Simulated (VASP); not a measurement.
# Os (Fm-3m) in VASP: notebook, part 2 of 2

VASP 6.6.1. Earlier steps stand in the parts before.

### 3 Single point, PBE

File INCAR:

```
  PREC = Accurate
  ENCUT = 520
  EDIFF = 1E-7
  ISMEAR = -1
  SIGMA = 0.1
  LREAL = False
  LASPH = True
  NELM = 100
  ALGO = Normal
  ISIF = 2
  LWAVE = False
  LCHARG = False
  GGA = PE
  NBANDS = 10
```

File KPOINTS:

```
Automatic mesh
0
Gamma
  19 19 19
```

File POSCAR:

```
Os
1.0
    0.0000000000      1.7818244606      1.7818244606
    1.7818244606      0.0000000000      1.7818244606
    1.7818244606      1.7818244606      0.0000000000
Os
1
Direct
    0.0000000000      0.0000000000      0.0000000000
```

Potentials or basis: VASP PAW PBE potentials, release 64 (Os).

Command:

```
cat potpaw_PBE.64/Os/POTCAR > POTCAR
mpirun -np 1 vasp_std > vasp.out
```

OUTCAR:

```text
PREC = Accurate
   ENCUT = 520
   EDIFF = 1E-7
   ISMEAR = -1
   LREAL = False
   LASPH = True
   NELM = 100
   ISIF = 2
   GGA = PE

 ion  position               nearest neighbor table
   1  0.000  0.000  0.000-

  LATTYP: Found a face centered cubic cell.
 ALAT       =     3.5636489212

  Lattice vectors:

 A1 = (   0.0000000000,   1.7818244606,   1.7818244606)
 A2 = (   1.7818244606,   0.0000000000,   1.7818244606)
 A3 = (   1.7818244606,   1.7818244606,   0.0000000000)

Analysis of symmetry for initial positions (statically):
=====================================================================
 Subroutine PRICEL returns:
 Original cell was already a primitive cell.

 Routine SETGRP: Setting up the symmetry group for a
 face centered cubic supercell.

 Subroutine GETGRP returns: Found 48 space group operations
 (whereof 48 operations were pure point group operations)
 out of a pool of 48 trial point group operations.

The static configuration has the point symmetry O_h .

Analysis of symmetry for dynamics (positions and initial velocities):
=====================================================================
 Subroutine PRICEL returns:
 Original cell was already a primitive cell.

 Routine SETGRP: Setting up the symmetry group for a
 face centered cubic supercell.

 Subroutine GETGRP returns: Found 48 space group operations
 (whereof 48 operations were pure point group operations)
 out of a pool of 48 trial point group operations.

The dynamic configuration has the point symmetry O_h .

 Subroutine INISYM returns: Found 48 space group operations
 (whereof 48 operations are pure point group operations),
 and found     1 'primitive' translations

----------------------------------------------------------------------------------------

                                     Primitive cell

  volume of cell :      11.3142

  direct lattice vectors                    reciprocal lattice vectors
     0.000000000  1.781824461  1.781824461    -0.280611256  0.280611256  0.280611256
     1.781824461  0.000000000  1.781824461     0.280611256 -0.280611256  0.280611256
     1.781824461  1.781824461  0.000000000     0.280611256  0.280611256 -0.280611256

  length of vectors
     2.519880318  2.519880318  2.519880318     0.486032953  0.486032953  0.486032953

  position of ions in fractional coordinates (direct lattice)
     0.000000000  0.000000000  0.000000000

  ion indices of the primitive-cell ions
   primitive index   ion index
                 1           1

----------------------------------------------------------------------------------------

 KPOINTS: Automatic mesh

Automatic generation of k-mesh.
 Grid dimensions read from file:
 generate k-points for:   19   19   19

 Generating k-lattice:

  Cartesian coordinates                     Fractional coordinates (reciprocal lattice)
    -0.014769013  0.014769013  0.014769013     0.052631579  0.000000000  0.000000000
     0.014769013 -0.014769013  0.014769013     0.000000000  0.052631579  0.000000000
     0.014769013  0.014769013 -0.014769013     0.000000000  0.000000000  0.052631579

  Length of vectors
     0.025580682  0.025580682  0.025580682

  Shift w.r.t. Gamma in fractional coordinates (k-lattice)
     0.000000000  0.000000000  0.000000000

 Subroutine IBZKPT returns following result:
 ===========================================

 Found    220 irreducible k-points:

 Following reciprocal coordinates:
            Coordinates               Weight
  0.000000  0.000000  0.000000      1.000000
  0.052632  0.000000  0.000000      8.000000
  0.105263  0.000000  0.000000      8.000000
  0.157895  0.000000  0.000000      8.000000
  0.210526  0.000000  0.000000      8.000000
  0.263158  0.000000  0.000000      8.000000
[... 16 lines left out ...]
 -0.315789  0.052632  0.000000     24.000000
 -0.263158  0.052632  0.000000     24.000000
 [... further k-points ...]
   k-points           NKPTS =    220   k-points in BZ     NKDIM =    220   number of bands    NBANDS=     10
   number of dos      NEDOS =    301   number of ions     NIONS =      1
   total plane-waves  NPLWV =   8000
   dimension x,y,z NGX =    20 NGY =   20 NGZ =   20
   dimension x,y,z NGXF=    40 NGYF=   40 NGZF=   40
   ions per type =               1
   NGX,Y,Z   is equivalent  to a cutoff of  13.19, 13.19, 13.19 a.u.
   NGXF,Y,Z  is equivalent  to a cutoff of  26.39, 26.39, 26.39 a.u.
 SYSTEM =  unknown system
   PREC   = accura    normal or accurate (medium, high low for compatibility)
   ISTART =      0    job   : 0-new  1-cont  2-samecut
   ICHARG =      2    charge: 1-file 2-atom 10-const
   ISPIN  =      1    spin polarized calculation?
   LNONCOLLINEAR =      F non collinear calculations
   LSORBIT =      F    spin-orbit coupling
   LASPH  =      T    aspherical Exc in radial PAW
   ENCUT  =  520.0 eV  38.22 Ry    6.18 a.u.   4.69  4.69  4.69*2*pi/ulx,y,z
   NELM   =    100;   NELMIN=  2; NELMDL= -5     # of ELM steps
   EDIFF  = 0.1E-06   stopping-criterion for ELM
   LREAL  =      F    real-space projection
   EDIFFG = 0.1E-05   stopping-criterion for IOM
   NSW    =      0    number of steps for IOM
   IBRION =     -1    ionic relax: 0-MD 1-quasi-New 2-CG
   NFREE  =      0    steps in history (QN), initial steepest desc. (CG)
   ISIF   =      2    stress and relaxation
   ISYM   =      2    0-nonsym 1-usesym 2-fastsym
   POTIM  = 0.5000    time-step for ionic-motion
   TEBEG  =    0.0;   TEEND  =   0.0 temperature during run
   PSTRESS=    0.0 pullay stress
   NELECT =       8.0000    total number of electrons
   NUPDOWN=      -1.0000    fix difference up-down
   EMIN   =  10.00;   EMAX   =-10.00  energy-range for DOS
   EFERMI =   0.00;   METHOD = LEGACY
   ISMEAR =    -1;   SIGMA  =   0.10  broadening in eV -4-tet -1-fermi 0-gaus
   EFERMI_NEDOS =   21; number of points for ismear=-14 and -15
   IALGO  =     38    algorithm
   IMIX   =      4    mixing-type and parameters
     AMIX     =   0.40;   BMIX     =  1.00
     AMIX_MAG =   1.60;   BMIX_MAG =  1.00
  volume/ion in A,a.u.               =      11.31        76.35
  Fermi-wavevector in a.u.,A,eV,Ry     =   1.458467  2.756103 28.941302  2.127126
  Thomas-Fermi vector in A             =   2.575148
   LORBIT       =      0    0 simple, 1 ext, 2 COOP (PROOUT), +10 PAW based schemes
   GGA     = PE    functional components
   LHFCALC =     F    Hartree Fock is set to
   AEXX    =    0.0000 exact exchange contribution
   IVDW    =     0    specifies the selected vdW correction
   LEPSILON=     F    determine dielectric tensor
   LRPA    =     F    only Hartree local field effects (RPA)
 non-spin polarized calculation
  energy-cutoff  :      520.00
  volume of cell :       11.31
 maximum number of plane-waves:       316
   NGX =  9   NGY =  9   NGZ =  9

 number of electron       8.0000000 magnetization

 Free energy of the ion-electron system (eV)
  ---------------------------------------------------
  ext. energy  EPLUGINS =         0.00000000
  ---------------------------------------------------
  free energy    TOTEN  =        -9.87499394 eV

  energy without entropy =       -9.85959648  energy(sigma->0) =       -9.86729521

 E-fermi :  12.9440     XC(G=0): -15.3080

 val. band max:       12.9405215448   @ k =  -0.2632   0.0526   0.0000
 cond. band min:      12.9820871558   @ k =   0.4737   0.3158   0.1053
 fundamental gap:      0.0415656110
 Fermi energy:        12.9440049998

 k-point     1 :       0.0000    0.0000    0.0000
  band No.  band energies     occupation
      1       0.0981      2.00000
      2       8.7752      2.00000
      3       8.7752      2.00000
      4       8.7752      2.00000
      5      13.0111      0.67658
      6      13.0111      0.67658
      7      26.8011      0.00000
      8      33.9992      0.00000
      9      33.9992      0.00000
     10      33.9992      0.00000

 k-point     2 :       0.0526    0.0000    0.0000
  band No.  band energies     occupation
      1       0.2668      2.00000
      2       8.6618      2.00000
      3       8.8557      2.00000
      4       8.8557      2.00000
      5      12.9398      1.02107
      6      12.9398      1.02107
      7      27.1317      0.00000
      8      33.1878      0.00000
      9      34.3121      0.00000
     10      34.3121      0.00000
[... 274 lines left out ...]
 k-point    24 :      -0.2632    0.0526    0.0000
  band No.  band energies     occupation
      1       3.1594      2.00000
      2       8.2730      2.00000
      3       9.2446      2.00000
      4       9.3813      2.00000
      5      12.9405      1.01742
      6      14.3661      0.00000
      7      27.0938      0.00000
      8      33.0300      0.00000
      9      39.2114      0.00000
     10      39.9757      0.00000

 [... further k-points ...]
[... 5 lines left out ...]
  --------------------------------------------------------------------------------------
  -------------------------------------------------------------------------------------
  Total       11.7536940     11.7536940     11.7536940      0.0000000      0.0000000      0.0000000
  in kB     1664.4096156   1664.4096156   1664.4096156      0.0000000      0.0000000      0.0000000
  external PRESSURE =    1664.4096156 kB  Pullay stress =       0.0000000 kB

 VOLUME and BASIS-vectors are now :
 -----------------------------------------------------------------------------
  energy-cutoff  :      520.00
  volume of cell :       11.31
      direct lattice vectors                 reciprocal lattice vectors
     0.000000000  1.781824461  1.781824461    -0.280611256  0.280611256  0.280611256
     1.781824461  0.000000000  1.781824461     0.280611256 -0.280611256  0.280611256
     1.781824461  1.781824461  0.000000000     0.280611256  0.280611256 -0.280611256

 POSITION                                       TOTAL-FORCE (eV/Angst)
 -----------------------------------------------------------------------------------
      0.00000      0.00000      0.00000         0.000000     -0.000000      0.000000
 -----------------------------------------------------------------------------------
    total drift:                               -0.000000     -0.000000     -0.000000

  FREE ENERGIE OF THE ION-ELECTRON SYSTEM (eV)
  ---------------------------------------------------
  free  energy   TOTEN  =        -9.8749939433 eV

  energy  without entropy=       -9.8595964784  energy(sigma->0) =       -9.86729521
```

OSZICAR:

```text
N       E                     dE             d eps       ncg     rms          rms(c)
DAV:   1     0.412994591363E+02    0.41299E+02   -0.43794E+03  4552   0.766E+02
DAV:   2    -0.949236141328E+01   -0.50792E+02   -0.47331E+02  4594   0.215E+02
DAV:   3    -0.104585979993E+02   -0.96624E+00   -0.96316E+00  5196   0.277E+01
DAV:   4    -0.104606190057E+02   -0.20210E-02   -0.20208E-02  4848   0.139E+00
DAV:   5    -0.104606255094E+02   -0.65037E-05   -0.65020E-05  4912   0.717E-02    0.267E+01
DAV:   6    -0.100632531828E+02    0.39737E+00   -0.18956E-01  5376   0.323E+00    0.148E+01
DAV:   7    -0.987700403534E+01    0.18625E+00   -0.26734E-01  5152   0.371E+00    0.612E-01
DAV:   8    -0.987504334883E+01    0.19607E-02   -0.53971E-03  4998   0.754E-01    0.193E-01
DAV:   9    -0.987504277989E+01    0.56894E-06   -0.45516E-05  4888   0.628E-02    0.307E-02
DAV:  10    -0.987499386796E+01    0.48912E-04   -0.15112E-05  4832   0.494E-02    0.744E-03
DAV:  11    -0.987499363018E+01    0.23778E-06   -0.93937E-08  4674   0.325E-03    0.428E-04
DAV:  12    -0.987499390383E+01   -0.27365E-06   -0.56879E-09  2436   0.109E-03    0.428E-04
DAV:  13    -0.987499394332E+01   -0.39497E-07   -0.32216E-10  2300   0.143E-04
   1 F= -.98749939E+01 E0= -.98672952E+01  d E =-.153975E-01
```

stdout:

```text
POSCAR found type information on POSCAR Os
 POSCAR found :  1 types and       1 ions
 scaLAPACK will be used
 LDA part: xc-table for (Slater+PW92), standard interpolation
 POSCAR, INCAR and KPOINTS ok, starting setup
 FFT: planning ... GRIDC
 FFT: planning ... GRID_SOFT
 FFT: planning ... GRID
 WAVECAR not read
 entering main loop
```

Run time: 27 s. Hardware: 1 thread of AMD EPYC 7R43 (Zen 3), shared host; peak memory 0.11 GiB.

Results:

```yaml
Free_energy: -9.8750 eV
Pressure: 166.4 GPa
Band_gap_on_the_k_mesh: zero (band 4 reaches 16.35 eV, above the bottom of band 5 at 10.98 eV)
```

Levels at points of the mesh, in eV from the Fermi level:
```tsv
k point	band 1	band 2	band 3	band 4	band 5	band 6	band 7	band 8	band 9
(0.00, 0.00, 0.00)	-12.85	-4.17	-4.17	-4.17	0.07	0.07	13.86	21.06	21.06
```

Caveat: spin-orbit coupling is left out, which moves the levels of the heavy elements.

### 4 Relaxation of cell and atoms, PBE, target pressure 160 GPa, at which the enthalpy is minimised

This run uses another cell than the first one, of 11.28 Å³/atom, 0.997 times its volume.

File INCAR:

```
SYSTEM = Os
PREC = Accurate ; ENCUT = 600
EDIFF = 1E-6 ; ISMEAR = -1
SIGMA = 0.1 ; LREAL = .False.
LASPH = .True. ; NELM = 100
ALGO = Normal ; ISIF = 3
LWAVE = .False. ; LCHARG = .False.
GGA = PE ; IBRION = 2
NSW = 60 ; EDIFFG = -0.005
PSTRESS = 1600.0
```

File KPOINTS:

```
regular mesh
0
Gamma
  19 19 19
  0 0 0
```

File POSCAR:

```
Os
1.0
    0.0000000000      1.7802468588      1.7802468588
    1.7802468588      0.0000000000      1.7802468588
    1.7802468588      1.7802468588      0.0000000000
Os
1
Direct
    0.0000000000      0.0000000000      0.0000000000
```

Command:

```
cat potpaw_PBE.64/Os/POTCAR > POTCAR
mpirun -np 1 vasp_std > vasp.out
```

Run time: 50 s. Hardware: 1 thread of AMD EPYC 7R43 (Zen 3), shared host; peak memory 0.12 GiB.

Results (log left out):

```
Free energy                                            : -9.9446 eV
Relaxed volume                                         : 11.38 Å³/atom
Relaxed cell                                           : a = 2.525 Å, b = 2.525 Å, c = 2.525 Å, α = 60.00°, β = 60.00°, γ = 60.00°
Space group after relaxing (to 0.05 Å)                 : Fm-3m (No. 225)
Energy change on relaxing (the enthalpy is what falls) : -101.6 meV/atom
Ionic steps                                            : 4
Pressure after relaxing                                : 160.0 GPa
Band gap on the k mesh                                 : zero (band 4 reaches 16.20 eV, above the bottom of band 5 at 10.88 eV)
```

Step by step:
| step | energy change (eV) | largest force (eV/Å) | pressure (GPa) | volume (Å³) |
| --- | --- | --- | --- | --- |
| 1 | 0.0000 | 0.0000 | 169.50 | 11.28 |
| 2 | -0.8585 | 0.0000 | 81.27 | 12.41 |
| 3 | -0.1064 | 0.0000 | 159.54 | 11.39 |
| 4 | -0.1016 | 0.0000 | 159.98 | 11.38 |

Final structure:
```
Os
1.0
     0.00000    1.78543    1.78543
     1.78543    0.00000    1.78543
     1.78543    1.78543    0.00000
Os
1
Direct
  0.00000 0.00000 0.00000
```

Levels at points of the mesh, in eV from the Fermi level:
```tsv
k point	band 2	band 3	band 4	band 5	band 6	band 7
(0.00, 0.00, 0.00)	-4.13	-4.13	-4.13	0.07	0.07	13.87
```

Caveat: the cell is relaxed towards a set pressure, so the enthalpy falls and the energy may rise; spin-orbit coupling is left out, which moves the levels of the heavy elements.
